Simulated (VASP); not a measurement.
# F (P6_3/mmc) in VASP: a series of runs

Runs on F. Level: PBE. Tasks: single point.

Everything below comes from runs of VASP 6.6.1. Logs are shortened: lines on timing, memory, paths and dates and some standing lists are left out, and cuts for length are marked.

### Step 1. The cell of the first run

The structure is hexagonal, space group P6_3/mmc (No. 194). The conventional cell has a = 1.906 Å, b = 1.906 Å, c = 2.698 Å, α = 90.00°, β = 90.00°, γ = 120.00°. Within 2.3 Å of F (site symmetry -6m2) lie 12 F at 1.74 to 1.91 Å.

### Step 2. Single point, PBE

INCAR reads:

```
SYSTEM = F
  PREC = Accurate
  ENCUT = 520
  EDIFF = 1E-6
  ISMEAR = -1
  SIGMA = 0.05
  LREAL = .False.
  LASPH = .True.
  NELM = 80
  ALGO = Normal
  ISIF = 2
  LWAVE = .False.
  LCHARG = .False.
  GGA = PE
  NBANDS = 14
```

KPOINTS reads:

```
regular mesh
0
Gamma
  18 18 10
  0 0 0
```

POSCAR reads:

```
F
1.0
    1.9059613511      0.0000000000      0.0000000000
   -0.9529806756      1.6506109487      0.0000000000
    0.0000000000      0.0000000000      2.6981556504
F
2
Direct
    0.3333333333      0.6666666667      0.2500000000
    0.6666666667      0.3333333333      0.7500000000
```

Potentials or basis: VASP PAW PBE potentials, release 64 (F).

Command:

```bash
$ cat potpaw_PBE.64/F/POTCAR > POTCAR
$ mpirun -np 1 vasp_std > vasp.out
```

OUTCAR:

```text
SYSTEM = F
   PREC = Accurate
   ENCUT = 520
   EDIFF = 1E-6
   ISMEAR = -1
   LREAL = .False.
   LASPH = .True.
   NELM = 80
   ISIF = 2
   GGA = PE

 ion  position               nearest neighbor table
   1  0.333  0.667  0.250-   2 1.74   2 1.74   2 1.74   2 1.74   2 1.74   2 1.74
   2  0.667  0.333  0.750-   1 1.74   1 1.74   1 1.74   1 1.74   1 1.74   1 1.74

  LATTYP: Found a hexagonal cell.
 ALAT       =     1.9059613511
 C/A-ratio  =     1.4156402746

  Lattice vectors:

 A1 = (   1.9059613511,   0.0000000000,   0.0000000000)
 A2 = (  -0.9529806756,   1.6506109487,   0.0000000000)
 A3 = (   0.0000000000,   0.0000000000,   2.6981556504)

Analysis of symmetry for initial positions (statically):
=====================================================================
 Subroutine PRICEL returns:
 Original cell was already a primitive cell.

 Routine SETGRP: Setting up the symmetry group for a
 hexagonal supercell.

 Subroutine GETGRP returns: Found 24 space group operations
 (whereof 12 operations were pure point group operations)
 out of a pool of 24 trial point group operations.

The static configuration has the point symmetry D_3d.
 The point group associated with its full space group is D_6h.

Analysis of symmetry for dynamics (positions and initial velocities):
=====================================================================
 Subroutine PRICEL returns:
 Original cell was already a primitive cell.

 Routine SETGRP: Setting up the symmetry group for a
 hexagonal supercell.

 Subroutine GETGRP returns: Found 24 space group operations
 (whereof 12 operations were pure point group operations)
 out of a pool of 24 trial point group operations.

The dynamic configuration has the point symmetry D_3d.
 The point group associated with its full space group is D_6h.

 Subroutine INISYM returns: Found 24 space group operations
 (whereof 12 operations are pure point group operations),
 and found     1 'primitive' translations

----------------------------------------------------------------------------------------

                                     Primitive cell

  volume of cell :       8.4884

  direct lattice vectors                    reciprocal lattice vectors
     1.905961351  0.000000000  0.000000000     0.524669611  0.302918141  0.000000000
    -0.952980676  1.650610949  0.000000000     0.000000000  0.605836282  0.000000000
     0.000000000  0.000000000  2.698155650     0.000000000  0.000000000  0.370623541

  length of vectors
     1.905961351  1.905961351  2.698155650     0.605836282  0.605836282  0.370623541

  position of ions in fractional coordinates (direct lattice)
     0.333333333  0.666666667  0.250000000
     0.666666667  0.333333333  0.750000000

  ion indices of the primitive-cell ions
   primitive index   ion index
                 1           1
                 2           2

----------------------------------------------------------------------------------------

 KPOINTS: regular mesh

Automatic generation of k-mesh.
 Grid dimensions read from file:
 generate k-points for:   18   18   10

 Generating k-lattice:

  Cartesian coordinates                     Fractional coordinates (reciprocal lattice)
     0.029148312  0.016828786  0.000000000     0.055555556  0.000000000  0.000000000
     0.000000000  0.033657571  0.000000000     0.000000000  0.055555556  0.000000000
     0.000000000  0.000000000  0.037062354     0.000000000  0.000000000  0.100000000

  Length of vectors
     0.033657571  0.033657571  0.037062354

  Shift w.r.t. Gamma in fractional coordinates (k-lattice)
     0.000000000  0.000000000  0.000000000

 Subroutine IBZKPT returns following result:
 ===========================================

 Found    222 irreducible k-points:

 Following reciprocal coordinates:
            Coordinates               Weight
  0.000000  0.000000  0.000000      1.000000
  0.055556  0.000000  0.000000      6.000000
  0.111111  0.000000  0.000000      6.000000
  0.166667  0.000000  0.000000      6.000000
  0.222222  0.000000  0.000000      6.000000
  0.277778  0.000000  0.000000      6.000000
[... 16 lines left out ...]
  0.333333  0.111111  0.000000     12.000000
  0.388889  0.111111  0.000000     12.000000
 [... further k-points ...]
   k-points           NKPTS =    222   k-points in BZ     NKDIM =    222   number of bands    NBANDS=     14
   number of dos      NEDOS =    301   number of ions     NIONS =      2
   total plane-waves  NPLWV =   3920
   dimension x,y,z NGX =    14 NGY =   14 NGZ =   20
   dimension x,y,z NGXF=    28 NGYF=   28 NGZF=   40
   ions per type =               2
   NGX,Y,Z   is equivalent  to a cutoff of  12.21, 12.21, 12.32 a.u.
   NGXF,Y,Z  is equivalent  to a cutoff of  24.42, 24.42, 24.65 a.u.
 SYSTEM =  F
   PREC   = accura    normal or accurate (medium, high low for compatibility)
   ISTART =      0    job   : 0-new  1-cont  2-samecut
   ICHARG =      2    charge: 1-file 2-atom 10-const
   ISPIN  =      1    spin polarized calculation?
   LNONCOLLINEAR =      F non collinear calculations
   LSORBIT =      F    spin-orbit coupling
   LASPH  =      T    aspherical Exc in radial PAW
   ENCUT  =  520.0 eV  38.22 Ry    6.18 a.u.   3.54  3.54  5.02*2*pi/ulx,y,z
   NELM   =     80;   NELMIN=  2; NELMDL= -5     # of ELM steps
   EDIFF  = 0.1E-05   stopping-criterion for ELM
   LREAL  =      F    real-space projection
   EDIFFG = 0.1E-04   stopping-criterion for IOM
   NSW    =      0    number of steps for IOM
   IBRION =     -1    ionic relax: 0-MD 1-quasi-New 2-CG
   NFREE  =      0    steps in history (QN), initial steepest desc. (CG)
   ISIF   =      2    stress and relaxation
   ISYM   =      2    0-nonsym 1-usesym 2-fastsym
   POTIM  = 0.5000    time-step for ionic-motion
   TEBEG  =    0.0;   TEEND  =   0.0 temperature during run
   PSTRESS=    0.0 pullay stress
   NELECT =      14.0000    total number of electrons
   NUPDOWN=      -1.0000    fix difference up-down
   EMIN   =  10.00;   EMAX   =-10.00  energy-range for DOS
   EFERMI =   0.00;   METHOD = LEGACY
   ISMEAR =    -1;   SIGMA  =   0.05  broadening in eV -4-tet -1-fermi 0-gaus
   EFERMI_NEDOS =   21; number of points for ismear=-14 and -15
   IALGO  =     38    algorithm
   IMIX   =      4    mixing-type and parameters
     AMIX     =   0.40;   BMIX     =  1.00
     AMIX_MAG =   1.60;   BMIX_MAG =  1.00
  volume/ion in A,a.u.               =       4.24        28.64
  Fermi-wavevector in a.u.,A,eV,Ry     =   1.934234  3.655171 50.902923  3.741259
  Thomas-Fermi vector in A             =   2.965571
   LORBIT       =      0    0 simple, 1 ext, 2 COOP (PROOUT), +10 PAW based schemes
   GGA     = PE    functional components
   LHFCALC =     F    Hartree Fock is set to
   AEXX    =    0.0000 exact exchange contribution
   IVDW    =     0    specifies the selected vdW correction
   LEPSILON=     F    determine dielectric tensor
   LRPA    =     F    only Hartree local field effects (RPA)
 non-spin polarized calculation
  energy-cutoff  :      520.00
  volume of cell :        8.49
 maximum number of plane-waves:       250
   NGX =  7   NGY =  7   NGZ = 11

 number of electron      13.9999977 magnetization

 Free energy of the ion-electron system (eV)
  ---------------------------------------------------
  ext. energy  EPLUGINS =         0.00000000
  ---------------------------------------------------
  free energy    TOTEN  =         5.10710194 eV

  energy without entropy =        5.11824298  energy(sigma->0) =        5.11267246

 E-fermi :   9.6432     XC(G=0): -15.8025

 val. band max:        9.6105562875   @ k =   0.3889   0.0556   0.2000
 cond. band min:       9.6441451466   @ k =   0.4444   0.0000   0.4000
 fundamental gap:      0.0335888592
 Fermi energy:         9.6431911918

 k-point     1 :       0.0000    0.0000    0.0000
  band No.  band energies     occupation
      1     -23.2156      2.00000
      2     -12.0471      2.00000
      3      -3.5653      2.00000
      4       8.1544      2.00000
      5       8.1544      2.00000
      6      10.5960      0.00000
      7      10.5960      0.00000
      8      12.3533      0.00000
      9      35.1829      0.00000
     10      36.5869      0.00000
     11      47.9305      0.00000
     12      50.4885      0.00000
     13      50.4885      0.00000
     14      56.6389      0.00000

 k-point     2 :       0.0556    0.0000    0.0000
  band No.  band energies     occupation
      1     -23.0933      2.00000
      2     -11.9875      2.00000
      3      -3.4522      2.00000
      4       7.7815      2.00000
      5       8.0139      2.00000
      6      10.3958      0.00000
      7      10.6157      0.00000
      8      12.2666      0.00000
      9      35.4558      0.00000
     10      36.6995      0.00000
     11      47.5841      0.00000
     12      49.0256      0.00000
     13      50.8125      0.00000
     14      57.3020      0.00000

 k-point     3 :       0.1111    0.0000    0.0000
  band No.  band energies     occupation
      1     -22.7286      2.00000
      2     -11.8210      2.00000
      3      -3.1162      2.00000
      4       6.7481      2.00000
      5       7.6411      2.00000
      6       9.8139      0.06372
      7      10.6441      0.00000
      8      12.0058      0.00000
      9      36.1141      0.00000
     10      37.0142      0.00000
     11      46.5317      0.00000
     12      46.7295      0.00000
     13      51.7558      0.00000
     14      55.3417      0.00000
[... 324 lines left out ...]
 k-point    23 :       0.3333    0.1111    0.0000
  band No.  band energies     occupation
      1     -17.5140      2.00000
      2     -11.5866      2.00000
      3      -0.2177      2.00000
      4       1.4764      2.00000
      5       3.3180      2.00000
      6       5.3823      2.00000
      7       8.1003      2.00000
      8       9.5157      1.85504
      9      34.0516      0.00000
     10      36.8870      0.00000
     11      42.6476      0.00000
     12      43.3680      0.00000
     13      51.5302      0.00000
     14      51.9579      0.00000

 k-point    24 :       0.3889    0.1111    0.0000
  band No.  band energies     occupation
      1     -16.3338      2.00000
      2     -12.2651      2.00000
      3      -0.7291      2.00000
      4       2.4100      2.00000
      5       3.2253      2.00000
      6       4.5656      2.00000
      7       7.2333      2.00000
      8       9.4102      1.98124
      9      33.5328      0.00000
     10      36.0378      0.00000
     11      42.9361      0.00000
     12      43.7378      0.00000
     13      51.3016      0.00000
     14      52.4697      0.00000

 [... further k-points ...]

------------------------ aborting loop because EDIFF is reached ----------------------------------------

  FORCE on cell =-STRESS in cart. coord.  units (eV):
  Direction    XX          YY          ZZ          XY          YZ          ZX
  --------------------------------------------------------------------------------------
  -------------------------------------------------------------------------------------
  Total       22.4952124     22.4952124     22.5262402     -0.0000000      0.0000000      0.0000000
  in kB     4245.9499426   4245.9499427   4251.8064030     -0.0000001      0.0000000      0.0000000
  external PRESSURE =    4247.9020961 kB  Pullay stress =       0.0000000 kB

 VOLUME and BASIS-vectors are now :
 -----------------------------------------------------------------------------
  energy-cutoff  :      520.00
  volume of cell :        8.49
      direct lattice vectors                 reciprocal lattice vectors
     1.905961351  0.000000000  0.000000000     0.524669611  0.302918141  0.000000000
    -0.952980676  1.650610949  0.000000000     0.000000000  0.605836282  0.000000000
     0.000000000  0.000000000  2.698155650     0.000000000  0.000000000  0.370623541

 POSITION                                       TOTAL-FORCE (eV/Angst)
 -----------------------------------------------------------------------------------
     -0.00000      1.10041      0.67454        -0.000000     -0.000000      0.000000
      0.95298      0.55020      2.02362         0.000000      0.000000      0.000000
 -----------------------------------------------------------------------------------
    total drift:                                0.000000     -0.000000      0.000000

  FREE ENERGIE OF THE ION-ELECTRON SYSTEM (eV)
  ---------------------------------------------------
  free  energy   TOTEN  =         5.1071019397 eV

  energy  without entropy=        5.1182429757  energy(sigma->0) =        5.11267246
```

Wall time 7.4 s (1 thread of Intel Xeon 6975P-C (Granite Rapids), shared host); peak memory 0.12 GiB.

What came out:

| Property | Result |
| --- | --- |
| Free energy | 5.1071 eV |
| Pressure | 424.8 GPa |
| Band gap on the k mesh | zero (bands 7 and 8 overlap by 4.35 eV) |

Stress tensor (GPa, compression positive):
```
424.59   0.00   0.00
  0.00 424.59   0.00
  0.00   0.00 425.18
```

Caveat: the cell stands under pressure.

### Step 3. Single point, PBE (4.24 Å³/atom)

INCAR reads:

```
PREC = Accurate
ENCUT = 520
EDIFF = 1E-6
ISMEAR = -1
SIGMA = 0.05
LREAL = False
LASPH = True
NELM = 80
ALGO = Normal
ISIF = 2
LWAVE = False
LCHARG = False
GGA = PE
NBANDS = 14
```

KPOINTS reads:

```
Automatic mesh
0
Gamma
  18 18 10
```

POSCAR is that of step 2.

Potentials or basis: VASP PAW PBE potentials, release 64 (F).

Command:

```bash
$ cat potpaw_PBE.64/F/POTCAR > POTCAR
$ mpirun -np 1 vasp_std > vasp.out
```

It took 7.4 s on 1 thread of Intel Xeon 6975P-C (Granite Rapids), shared host; peak memory 0.12 GiB.

Results (log left out):

```yaml
Free_energy: 5.1071 eV
Pressure: 424.8 GPa
Band_gap_on_the_k_mesh: zero (bands 7 and 8 overlap by 4.35 eV)
```

Stress tensor (GPa, compression positive):
```
424.59   0.00   0.00
  0.00 424.59   0.00
  0.00   0.00 425.18
```

Levels at points of the mesh, in eV from the Fermi level:
```csv
k point,band 3,band 4,band 5,band 6,band 7,band 8,band 9,band 10,band 11,band 12
"(0.00, 0.00, 0.00)",-13.21,-1.49,-1.49,0.95,0.95,2.71,25.54,26.94,38.29,40.85
"(0.50, 0.00, 0.00)",-10.51,-7.10,-6.59,-4.70,-2.63,0.48,22.22,26.85,32.78,34.78
"(0.00, 0.00, 0.50)",-3.49,-3.49,-0.27,-0.27,-0.27,-0.27,28.74,28.74,38.82,38.82
"(0.50, 0.00, 0.50)",-12.80,-12.80,-2.38,-2.38,-0.55,-0.55,25.20,25.20,35.33,35.33
```

Caveat: the cell stands under pressure.

(Part 1 of 2 ends here.)
